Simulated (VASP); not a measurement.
Write the native input for VASP 6.6.1 that does the following.

| Item | Value |
| --- | --- |
| Task | single point |
| Functional | r2SCAN |
| Potentials or basis | VASP PAW PBE potentials, release 64 (Nb_sv) |
| Cutoff | 520 eV |
| k mesh | 24 × 24 × 24 |
| Occupations | gaussian, width 0.1 eV |
| Spin | no spin polarisation |
| Dipole correction | no |
| Further INCAR settings | ALGO = Normal; EDIFF = 1e-06; NBANDS = 12 |

Crystal: Nb.

```
Nb
1.0
    -1.65172    1.65172    1.65172
     1.65172   -1.65172    1.65172
     1.65172    1.65172   -1.65172
Nb
1
Direct
  0.00000 0.00000 0.00000
```

These files were run (other wordings do the same):

POSCAR

```
Nb
1.0
   -1.6517186925      1.6517186925      1.6517186925
    1.6517186925     -1.6517186925      1.6517186925
    1.6517186925      1.6517186925     -1.6517186925
Nb
1
Direct
    0.0000000000      0.0000000000      0.0000000000
```

INCAR.step1

```
PREC = Accurate
ENCUT = 520
ISMEAR = 0
SIGMA = 0.1
LREAL = F
LASPH = T
NELM = 60
NBANDS = 12
GGA = PE
ALGO = Normal
EDIFF = 1E-4
LWAVE = T
LCHARG = F
```

INCAR.step2

```
PREC = Accurate
ENCUT = 520
EDIFF = 1E-6
ISMEAR = 0
SIGMA = 0.1
LREAL = F
LASPH = T
NELM = 60
ALGO = Normal
ISIF = 2
LWAVE = F
LCHARG = F
METAGGA = R2SCAN
LMIXTAU = T
NBANDS = 12
ISTART = 1
```

KPOINTS

```
Automatic mesh
0
Gamma
  24 24 24
```

Potentials or basis: VASP PAW PBE potentials, release 64 (Nb_sv).

Launch:

```console
$ cat potpaw_PBE.64/Nb_sv/POTCAR > POTCAR
$ cp INCAR.step1 INCAR
$ mpirun -np 1 vasp_std > vasp.out
$ cp INCAR.step2 INCAR
$ mpirun -np 1 vasp_std > vasp.out
```

It gave:

| Property | Result |
| --- | --- |
| Pressure | -0.2 GPa |

Caveat: the PAW data sets were made with another functional, which shifts forces and pressure a little.

Wall time 120 s on 1 thread of Intel Xeon 6975P-C (shared host), peak memory 0.21 GiB.
